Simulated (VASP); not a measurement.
# TiO2 (R-3m) in VASP: a series of runs

TiO2 is run at these levels: PBE+D3(BJ)+U; tasks: single point.

All numbers are computed with VASP 6.6.1; they aren't measurements. Logs are shortened: lines on timing, memory, paths and dates and some standing lists are left out, and cuts for length are marked.

## Step 1: The cell of the first run

Symmetry: R-3m, No. 166, trigonal system. The conventional cell has a = 2.938 Å, b = 2.938 Å, c = 12.571 Å, α = 90.00°, β = 90.00°, γ = 120.00°. Within 2.5 Å of Ti (site symmetry -3m) lie 6 O at 1.88 Å. Within 2.6 Å of O (site symmetry 3m) lie 3 Ti at 1.88 Å and 4 O at 2.35 to 2.56 Å.

## Step 2: Single point, PBE+D3(BJ)+U

INCAR reads:

```
ALGO     = Normal         # electronic algorithm
EDIFF    = 1E-6           # SCF threshold, eV
ENCUT    = 520            # plane-wave cutoff, eV
GGA      = PE             # functional
ISIF     = 2              # what is computed and relaxed
ISMEAR   = 0              # smearing method
IVDW     = 12             # dispersion correction
LASPH    = T              # aspherical terms in the spheres
LCHARG   = F              # write CHGCAR
LDAU     = T              # DFT+U
LDAUJ    = 0 0          
LDAUL    = 2 -1           # shell
LDAUPRINT= 1            
LDAUTYPE = 2            
LDAUU    = 4 0            # U, eV
LMAXMIX  = 4              # l up to which the mixer works
LREAL    = F              # projectors in reciprocal space
LWAVE    = F              # write WAVECAR
NBANDS   = 19             # bands
NELM     = 150            # most SCF steps
PREC     = Accurate       # precision mode
SIGMA    = 0.05           # smearing width, eV
```

KPOINTS reads:

```
k-points
0
Gamma
  9 9 9
```

POSCAR reads:

```
TiO2
1.0
    1.4689500000      0.8480986779      4.1903000000
   -1.4689500000      0.8480986779      4.1903000000
    0.0000000000     -1.6961973559      4.1903000000
Ti O
1 2
Direct
    0.0000000000      0.0000000000      0.0000000000
    0.6017580785      0.6017580785      0.6017580785
    0.3982419215      0.3982419215      0.3982419215
```

Potentials or basis: VASP PAW PBE potentials, release 64 (Ti_sv, O).

Launch:

```sh
$ cat potpaw_PBE.64/Ti_sv/POTCAR potpaw_PBE.64/O/POTCAR > POTCAR
$ mpirun -np 1 vasp_std > vasp.out
```

OUTCAR:

```text
EDIFF = 1E-6
   ENCUT = 520
   GGA = PE
   ISIF = 2
   ISMEAR = 0
   IVDW = 12
   LASPH = T
   LREAL = F
   NELM = 150
   PREC = Accurate
 IVDW          = 12

 ion  position               nearest neighbor table
   1  0.000  0.000  0.000-   2 1.88   2 1.88   3 1.88   3 1.88   2 1.88   3 1.88
   2  0.602  0.602  0.602-   1 1.88   1 1.88   1 1.88
   3  0.398  0.398  0.398-   1 1.88   1 1.88   1 1.88

  LATTYP: Found a trigonal (rhomboedric) cell.
 ALAT       =     4.5205861965
 COS(alpha) =     0.7888191597

  Lattice vectors:

 A1 = (   1.4689500000,   0.8480986779,   4.1903000000)
 A2 = (  -1.4689500000,   0.8480986779,   4.1903000000)
 A3 = (   0.0000000000,  -1.6961973559,   4.1903000000)

Analysis of symmetry for initial positions (statically):
=====================================================================
 Subroutine PRICEL returns:
 Original cell was already a primitive cell.

 Routine SETGRP: Setting up the symmetry group for a
 trigonal (rhombohedral) supercell.

 Subroutine GETGRP returns: Found 12 space group operations
 (whereof 12 operations were pure point group operations)
 out of a pool of 12 trial point group operations.

The static configuration has the point symmetry D_3d.

Analysis of symmetry for dynamics (positions and initial velocities):
=====================================================================
 Subroutine PRICEL returns:
 Original cell was already a primitive cell.

 Routine SETGRP: Setting up the symmetry group for a
 trigonal (rhombohedral) supercell.

 Subroutine GETGRP returns: Found 12 space group operations
 (whereof 12 operations were pure point group operations)
 out of a pool of 12 trial point group operations.

The dynamic configuration has the point symmetry D_3d.

 Subroutine INISYM returns: Found 12 space group operations
 (whereof 12 operations are pure point group operations),
 and found     1 'primitive' translations

----------------------------------------------------------------------------------------

                                     Primitive cell

  volume of cell :      31.3220

  direct lattice vectors                    reciprocal lattice vectors
     1.468950000  0.848098678  4.190300000     0.340379182  0.196518013  0.079548799
    -1.468950000  0.848098678  4.190300000    -0.340379182  0.196518013  0.079548799
     0.000000000 -1.696197356  4.190300000     0.000000000 -0.393036025  0.079548799

  length of vectors
     4.520586196  4.520586196  4.520586197     0.401005397  0.401005397  0.401005397

  position of ions in fractional coordinates (direct lattice)
     0.000000000  0.000000000  0.000000000
     0.601758078  0.601758078  0.601758078
     0.398241922  0.398241922  0.398241922

  ion indices of the primitive-cell ions
   primitive index   ion index
                 1           1
                 2           2
                 3           3

----------------------------------------------------------------------------------------

 KPOINTS: k-points

Automatic generation of k-mesh.
 Grid dimensions read from file:
 generate k-points for:    9    9    9

 Generating k-lattice:

  Cartesian coordinates                     Fractional coordinates (reciprocal lattice)
     0.037819909  0.021835335  0.008838755     0.111111111  0.000000000  0.000000000
    -0.037819909  0.021835335  0.008838755     0.000000000  0.111111111  0.000000000
     0.000000000 -0.043670669  0.008838755     0.000000000  0.000000000  0.111111111

  Length of vectors
     0.044556155  0.044556155  0.044556155
[... 41 lines left out ...]
   ions per type =               1   2
   NGX,Y,Z   is equivalent  to a cutoff of  13.24, 13.24, 13.24 a.u.
   NGXF,Y,Z  is equivalent  to a cutoff of  26.48, 26.48, 26.48 a.u.
 SYSTEM =  unknown system
   PREC   = accura    normal or accurate (medium, high low for compatibility)
   ISTART =      0    job   : 0-new  1-cont  2-samecut
   ICHARG =      2    charge: 1-file 2-atom 10-const
   ISPIN  =      1    spin polarized calculation?
   LNONCOLLINEAR =      F non collinear calculations
   LSORBIT =      F    spin-orbit coupling
   LASPH  =      T    aspherical Exc in radial PAW
   ENCUT  =  520.0 eV  38.22 Ry    6.18 a.u.   8.41  8.41  8.41*2*pi/ulx,y,z
   NELM   =    150;   NELMIN=  2; NELMDL= -5     # of ELM steps
   EDIFF  = 0.1E-05   stopping-criterion for ELM
   LREAL  =      F    real-space projection
   EDIFFG = 0.1E-04   stopping-criterion for IOM
   NSW    =      0    number of steps for IOM
   IBRION =     -1    ionic relax: 0-MD 1-quasi-New 2-CG
   NFREE  =      0    steps in history (QN), initial steepest desc. (CG)
   ISIF   =      2    stress and relaxation
   ISYM   =      2    0-nonsym 1-usesym 2-fastsym
   POTIM  = 0.5000    time-step for ionic-motion
   TEBEG  =    0.0;   TEEND  =   0.0 temperature during run
   PSTRESS=    0.0 pullay stress
   NELECT =      24.0000    total number of electrons
   NUPDOWN=      -1.0000    fix difference up-down
   EMIN   =  10.00;   EMAX   =-10.00  energy-range for DOS
   EFERMI =   0.00;   METHOD = LEGACY
   ISMEAR =     0;   SIGMA  =   0.05  broadening in eV -4-tet -1-fermi 0-gaus
   EFERMI_NEDOS =   21; number of points for ismear=-14 and -15
   IALGO  =     38    algorithm
   IMIX   =      4    mixing-type and parameters
     AMIX     =   0.40;   BMIX     =  1.00
     AMIX_MAG =   1.60;   BMIX_MAG =  1.00
  volume/ion in A,a.u.               =      10.44        70.46
  Fermi-wavevector in a.u.,A,eV,Ry     =   1.498058  2.830919 30.533896  2.244178
  Thomas-Fermi vector in A             =   2.609866
   LORBIT       =      0    0 simple, 1 ext, 2 COOP (PROOUT), +10 PAW based schemes
 LDA+U is selected, type is set to LDAUTYPE =  2
   angular momentum for each species LDAUL =     2   -1
   U (eV)           for each species LDAUU =   4.0  0.0
   J (eV)           for each species LDAUJ =   0.0  0.0
   GGA     = PE    functional components
   LHFCALC =     F    Hartree Fock is set to
   AEXX    =    0.0000 exact exchange contribution
   IVDW    =    12    specifies the selected vdW correction
   LEPSILON=     F    determine dielectric tensor
   LRPA    =     F    only Hartree local field effects (RPA)
 non-spin polarized calculation
 Gauss-broadening in eV      SIGMA  =   0.05
  energy-cutoff  :      520.00
  volume of cell :       31.32
 maximum number of plane-waves:       868
 NGX is ok and might be reduce to    36
   NGX = 17   NGY = 17   NGZ = 17

atom =   1  type =  1  l = 2

 onsite density matrix

spin component  1

  0.2047 -0.0000  0.0000 -0.0967  0.0000
 -0.0000  0.2012 -0.0000  0.0000 -0.0967
  0.0000 -0.0000  0.1047  0.0000  0.0000
 -0.0967  0.0000  0.0000  0.2012  0.0000
  0.0000 -0.0967  0.0000  0.0000  0.2047

spin component  2

  0.2047 -0.0000  0.0000 -0.0967  0.0000
 -0.0000  0.2012 -0.0000  0.0000 -0.0967
  0.0000 -0.0000  0.1047  0.0000  0.0000
 -0.0967  0.0000  0.0000  0.2012  0.0000
  0.0000 -0.0967  0.0000  0.0000  0.2047

 occupancies and eigenvectors

  o =  0.1047  v = -0.0000 -0.0000  1.0000 -0.0000 -0.0000  0.0000  0.0000  0.0000  0.0000  0.0000      0.0000  0.0000  0.0000  0.0000  0.0000  0.0000  0.0000  0.0000  0.0000  0.0000
  o =  0.1047  v =  0.0000  0.0000  0.0000  0.0000  0.0000 -0.0000 -0.0000  1.0000 -0.0000 -0.0000      0.0000  0.0000  0.0000  0.0000  0.0000  0.0000  0.0000  0.0000  0.0000  0.0000
  o =  0.1062  v = -0.7008 -0.0000 -0.0000 -0.7133 -0.0000  0.0000  0.0000  0.0000  0.0000  0.0000      0.0000  0.0000  0.0000  0.0000  0.0000  0.0000  0.0000  0.0000  0.0000  0.0000
  o =  0.1062  v =  0.0000  0.0000  0.0000  0.0000  0.0000 -0.7008 -0.0000 -0.0000 -0.7133 -0.0000      0.0000  0.0000  0.0000  0.0000  0.0000  0.0000  0.0000  0.0000  0.0000  0.0000
  o =  0.1062  v =  0.0000 -0.7133 -0.0000  0.0000 -0.7008  0.0000  0.0000  0.0000  0.0000  0.0000      0.0000  0.0000  0.0000  0.0000  0.0000  0.0000  0.0000  0.0000  0.0000  0.0000
  o =  0.1062  v =  0.0000  0.0000  0.0000  0.0000  0.0000  0.0000 -0.7133 -0.0000  0.0000 -0.7008      0.0000  0.0000  0.0000  0.0000  0.0000  0.0000  0.0000  0.0000  0.0000  0.0000
  o =  0.2997  v =  0.0000  0.0000  0.0000  0.0000  0.0000  0.0000 -0.7008  0.0000  0.0000  0.7133      0.0000  0.0000  0.0000  0.0000  0.0000  0.0000  0.0000  0.0000  0.0000  0.0000
  o =  0.2997  v =  0.0000 -0.7008  0.0000  0.0000  0.7133  0.0000  0.0000  0.0000  0.0000  0.0000      0.0000  0.0000  0.0000  0.0000  0.0000  0.0000  0.0000  0.0000  0.0000  0.0000
  o =  0.2997  v =  0.0000  0.0000  0.0000  0.0000  0.0000  0.7133  0.0000  0.0000 -0.7008 -0.0000      0.0000  0.0000  0.0000  0.0000  0.0000  0.0000  0.0000  0.0000  0.0000  0.0000
  o =  0.2997  v =  0.7133  0.0000  0.0000 -0.7008 -0.0000  0.0000  0.0000  0.0000  0.0000  0.0000      0.0000  0.0000  0.0000  0.0000  0.0000  0.0000  0.0000  0.0000  0.0000  0.0000

 number of electron      24.0000001 magnetization

 Free energy of the ion-electron system (eV)
  ---------------------------------------------------
  ext. energy  EPLUGINS =         0.00000000
  ---------------------------------------------------
  free energy    TOTEN  =       -22.68280325 eV

  energy without entropy =      -22.68280325  energy(sigma->0) =      -22.68280325

 E-fermi :   5.2221     XC(G=0): -11.0745

 val. band max:        4.8890716397   @ k =  -0.2222   0.1111   0.0000
 cond. band min:       7.9862796628   @ k =   0.0000   0.0000   0.0000
 fundamental gap:      3.0972080232
 Fermi energy:         5.2220799192

 k-point     1 :       0.0000    0.0000    0.0000
  band No.  band energies     occupation
      1     -52.4883      2.00000
      2     -28.7929      2.00000
      3     -28.4447      2.00000
      4     -28.4447      2.00000
      5     -14.0972      2.00000
      6     -11.0528      2.00000
[... 505 lines left out ...]
      6     -11.5837      2.00000
[... 11 lines left out ...]
     18      15.9027      0.00000
     19      18.9230      0.00000

 [... further k-points ...]

------------------------ aborting loop because EDIFF is reached ----------------------------------------

 Edisp (eV)   -0.72916

 E8    (eV) :    -0.2876

  FORCE on cell =-STRESS in cart. coord.  units (eV):
  Direction    XX          YY          ZZ          XY          YZ          ZX
  --------------------------------------------------------------------------------------
  -------------------------------------------------------------------------------------
  Total       9.47267     9.47267     8.51984     0.00000    -0.00000     0.00000
  in kB     484.54413   484.54413   435.80519     0.00000    -0.00000     0.00000
  external pressure =      468.30 kB  Pullay stress =        0.00 kB

 VOLUME and BASIS-vectors are now :
 -----------------------------------------------------------------------------
  energy-cutoff  :      520.00
  volume of cell :       31.32
      direct lattice vectors                 reciprocal lattice vectors
     1.468950000  0.848098678  4.190300000     0.340379182  0.196518013  0.079548799
    -1.468950000  0.848098678  4.190300000    -0.340379182  0.196518013  0.079548799
     0.000000000 -1.696197356  4.190300000     0.000000000 -0.393036025  0.079548799

 POSITION                                       TOTAL-FORCE (eV/Angst)
 -----------------------------------------------------------------------------------
      0.00000      0.00000      0.00000        -0.000000      0.000000      0.000000
      0.00000     -0.00000      7.56464         0.000000      0.000000     -3.959058
      0.00000     -0.00000      5.00626         0.000000     -0.000000      3.959058
 -----------------------------------------------------------------------------------
    total drift:                                0.000000      0.000000     -0.000000

  FREE ENERGIE OF THE ION-ELECTRON SYSTEM (eV)
  ---------------------------------------------------
  free  energy   TOTEN  =       -23.4119588825 eV

  energy  without entropy=      -23.4119588825  energy(sigma->0) =      -23.41195888
```

Run time: 3.1 min. Hardware: 1 thread of Intel Xeon 8259CL, shared host; peak memory 0.23 GiB.

What came out:

```yaml
Free_energy: -23.4120 eV
Pressure: 46.8 GPa
Largest_force: 3.959 eV/Å
Band_gap_on_the_k_mesh: 3.10 eV (least direct gap 3.59 eV)
Dispersion_energy_per_atom: -0.243 eV
```

Forces on the atoms (eV/Å):
```
Ti   0.000  0.000  0.000
O    0.000  0.000 -3.959
O    0.000  0.000  3.959
```

Stress tensor (GPa, compression positive):
```
48.45  0.00  0.00
 0.00 48.45  0.00
 0.00  0.00 43.58
```

Eigenvalues of the final occupation matrices:
| site | spin | trace | eigenvalues |
| --- | --- | --- | --- |
| site 1 d | 1 | 0.92 | 0.10 0.11 0.11 0.30 0.30 |
| site 1 d | 2 | 0.92 | 0.10 0.11 0.11 0.30 0.30 |

Caveat: the cell stands under pressure; forces of over 1 eV/Å act on the atoms, so gaps and moduli don't describe the material at rest. A k mesh can miss the band edges.

## Step 3: Single point, PBE+D3(BJ)+U

This run uses another cell than the first one, of 10.78 Å³/atom.

INCAR reads:

```
SYSTEM = TiO2
PREC = Accurate ; ENCUT = 520
EDIFF = 1E-7 ; ISMEAR = 0
SIGMA = 0.05 ; LREAL = .FALSE.
LASPH = .TRUE. ; NELM = 150
ALGO = Normal ; ISIF = 2
LWAVE = .FALSE. ; LCHARG = .TRUE.
LMAXMIX = 4 ; LDAU = .TRUE.
LDAUTYPE = 2 ; LDAUL = 2 -1
LDAUU = 4 0 ; LDAUJ = 0 0
LDAUPRINT = 1 ; GGA = PE
IVDW = 12 ; LELF = .TRUE.
LVHAR = .TRUE. ; NBANDS = 19
```

KPOINTS reads:

```
regular mesh
0
G
  9 9 9
  0 0 0
```

POSCAR reads:

```
TiO2
1.0
    1.4338500000      0.8278336835      4.5427333333
   -1.4338500000      0.8278336835      4.5427333333
    0.0000000000     -1.6556673670      4.5427333333
Ti O
1 2
Direct
    0.0000000000      0.0000000000      0.0000000000
    0.6017580785      0.6017580785      0.6017580785
    0.3982419215      0.3982419215      0.3982419215
```

Potentials or basis: VASP PAW PBE potentials, release 64 (Ti_sv, O).

Launch:

```sh
$ cat potpaw_PBE.64/Ti_sv/POTCAR potpaw_PBE.64/O/POTCAR > POTCAR
$ mpirun -np 1 vasp_std > vasp.out
```

Wall time 3.2 min (1 thread of Intel Xeon 8259CL, shared host); peak memory 0.24 GiB.

Results (log left out):

```yaml
Free_energy: -23.5424 eV
Pressure: 46.9 GPa
Largest_force: 3.577 eV/Å
Band_gap_on_the_k_mesh: 3.46 eV (least direct gap 3.93 eV)
Dispersion_energy_per_atom: -0.233 eV
```

Forces in eV/Å, atoms in the order of the input:
```
Ti   0.000  0.000  0.000
O    0.000  0.000 -3.577
O    0.000  0.000  3.577
```

Stress tensor (GPa, compression positive):
```
53.43  0.00  0.00
 0.00 53.43  0.00
 0.00  0.00 33.78
```

Levels at points of the mesh, in eV from the valence-band top:
| k point | band 10 | band 11 | band 12 | band 13 | band 14 | band 15 |
| --- | --- | --- | --- | --- | --- | --- |
| (0.00, 0.00, 0.00) | -0.58 | -0.58 | -0.51 | 3.46 | 3.46 | 5.52 |

Eigenvalues of the final occupation matrices:
```
    site  spin  trace               eigenvalues
site 1 d     1   0.93  0.11 0.11 0.11 0.30 0.30
site 1 d     2   0.93  0.11 0.11 0.11 0.30 0.30
```

Caveat: the stress differs along the axes, from 34 to 53 GPa; forces of over 1 eV/Å act on the atoms, so gaps and moduli don't describe the material at rest. A k mesh can miss the band edges.

[end of part 1 of 3]
